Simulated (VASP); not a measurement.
Te:

```
CELL_PARAMETERS angstrom
4.45400 0.00000 0.00000
-2.22700 3.85728 0.00000
0.00000 0.00000 5.92400
ATOMIC_POSITIONS crystal
Te 0.73100 0.73100 0.00000
Te 0.00000 0.26900 0.66667
Te 0.26900 0.00000 0.33333
```

Base run:

* Program: VASP 6.6.1
* Functional: r2SCAN
* Potentials or basis: VASP PAW PBE potentials, release 64 (Te)
* Cutoff: 520 eV
* k mesh: 7 × 7 × 5
* Occupations: fermi-dirac, width 0.05 eV
* Spin: no spin polarisation

Its results: band gap on the k mesh 0.75 eV (least direct gap 0.93 eV); pressure 0.9 GPa; largest force 0.062 eV/Å.

Task: After a change of settings the same cell gave: band gap on the k mesh 0.57 eV (least direct gap 0.74 eV); pressure -1.8 GPa; largest force 0.084 eV/Å. Which change was it?
A. functional from r2SCAN to PBE-based screened hybrid with 25 % exact exchange; k mesh from 7 × 7 × 5 to 4 × 4 × 3
B. functional from r2SCAN to PBE-based screened hybrid with 35 % exact exchange; k mesh from 7 × 7 × 5 to 4 × 4 × 3
C. functional from r2SCAN to LDA; potentials or basis from VASP PAW PBE potentials, release 64 (Te) to VASP PAW LDA potentials, release 64 (Te)
D. functional from r2SCAN to r2SCAN0; k mesh from 7 × 7 × 5 to 4 × 4 × 3

Result: C.

Caveats: spin-orbit coupling is left out, which moves the levels of the heavy elements; an odd mesh through Γ misses points on the zone boundary, where band edges can lie; the PAW data sets were made with another functional, which shifts forces and pressure a little (at least some runs).
